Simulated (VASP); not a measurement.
Input of a VASP 6.6.1 run:

File INCAR:

```
SYSTEM = Ga3O2
PREC = Accurate
ENCUT = 600
EDIFF = 1E-7
ISMEAR = 0
SIGMA = 0.1
LREAL = .FALSE.
LASPH = .TRUE.
NELM = 100
ALGO = Normal
ISIF = 3
LWAVE = .FALSE.
LCHARG = .FALSE.
GGA = PE
IBRION = 2
NSW = 90
EDIFFG = -0.04
```

KPOINTS

```
Automatic mesh
0
G
  4 4 4
  0 0 0
```

The input POSCAR:

```
Ga3O2
1.0
    4.1451982300      0.0000000000      0.0000000000
    0.0000000000      4.1451982300      0.0000000000
    0.0000000000      0.0000000000      4.1451982300
Ga O
3 2
Direct
    0.0000000000      0.5000000000      0.5000000000
    0.5000000000      0.0000000000      0.5000000000
    0.5000000000      0.5000000000      0.0000000000
    0.0000000000      0.0000000000      0.0000000000
    0.5000000000      0.5000000000      0.5000000000
```

Potentials or basis: VASP PAW PBE potentials, release 64 (Ga_d, O).

The run is started by

```sh
$ cat potpaw_PBE.64/Ga_d/POTCAR potpaw_PBE.64/O/POTCAR > POTCAR
$ mpirun -np 1 vasp_std > vasp.out
```

(1) Predict the space group after relaxing (to 0.05 Å).

(2) Predict the relaxed volume.

Answers

(1) Pm-3m (No. 221).

(2) 17.27 Å³/atom.

Caveat: the k points lie up to 0.36 Å⁻¹ apart in the final cell; the volume moved by over 15 % at a fixed basis, so the end points are rough; an odd number of electrons without spin polarisation forces a metal; a magnetic or distorted state may lie lower.
